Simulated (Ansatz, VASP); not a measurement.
**One calculation of InAs, two programs**

```
CELL_PARAMETERS angstrom
4.26177 0.00000 0.00000
0.00000 6.02706 0.00000
0.00000 0.00000 20.26180
ATOMIC_POSITIONS crystal
In 0.25000 0.08848 0.41416
In 0.75000 0.67281 0.50002
In 0.25000 0.08852 0.58582
As 0.75000 0.86859 0.38258
As 0.25000 0.41293 0.49998
As 0.75000 0.86868 0.61744
```

Alike in both runs: functional LDA; k mesh 6 × 5 × 1; occupations fermi-dirac, width 0.02 eV; no spin polarisation.

Ansatz relaxed the structure, and its values are those at the end. VASP's run is a single point on that final structure, the one shown.

|  | VASP | Ansatz |
| --- | --- | --- |
| version | VASP 6.6.1 | Ansatz 0.2.0 |
| potentials or method | VASP PAW LDA potentials, release 64 (In_d, As) | PAW with Ansatz's default frozen-core files, scalar-relativistic |
| plane-wave cutoff (eV) | 520 | 420 |
| valence electrons in the cell | 54 | 84 |

```tsv
	VASP	Ansatz	Ansatz less VASP
rms of the force components (eV/Å)	0.012	0.001	-0.0110
```

LDA's correlation is that of Perdew and Zunger in VASP and of Perdew and Wang (1992) in Ansatz. VASP's potentials hold 54 valence electrons a cell and Ansatz's 84, so a difference there can come from the potentials and not from the codes. Ansatz's warnings: stress scf threshold loose, xc potential rough in thin density.
